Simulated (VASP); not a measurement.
Ti2O, 3 atoms in the cell. Symmetry: P-3m1, No. 164, trigonal system. Conventional cell: a = 2.919 Å, b = 2.919 Å, c = 4.713 Å, α = 90.00°, β = 90.00°, γ = 120.00°. Ti (site symmetry 3m) has 3 O at 2.14 Å and 3 Ti at 2.68 Å within 2.8 Å. Within 2.8 Å of O (site symmetry -3m) lie 6 Ti at 2.14 Å. 

```yaml
Program: VASP 6.6.1
Task: single point
Functional: r2SCAN
Potentials_or_basis: VASP PAW PBE potentials, release 64 (Ti_sv, O)
Cutoff: 660 eV
k_mesh: 18 × 18 × 10
Occupations: methfessel-paxton, width 0.02 eV
Spin: no spin polarisation
Dipole_correction: no
Further_INCAR_settings: ALGO = Normal; EDIFF = 1e-06; NBANDS = 22
```

Potentials or basis: VASP PAW PBE potentials, release 64 (Ti_sv, O).

Run with:

```console
$ cat potpaw_PBE.64/Ti_sv/POTCAR potpaw_PBE.64/O/POTCAR > POTCAR
$ cp INCAR.step1 INCAR
$ mpirun -np 1 vasp_std > vasp.out
$ cp INCAR.step2 INCAR
$ mpirun -np 1 vasp_std > vasp.out
```

Hardware: 1 thread of Oxide Virtual Turin-like Processor, on a shared host.

Estimate the wall time of this run.

Wall time 37 min on 1 thread of Oxide Virtual Turin-like Processor, with other jobs on the host, peak memory 0.38 GiB. Counts: k points 330.
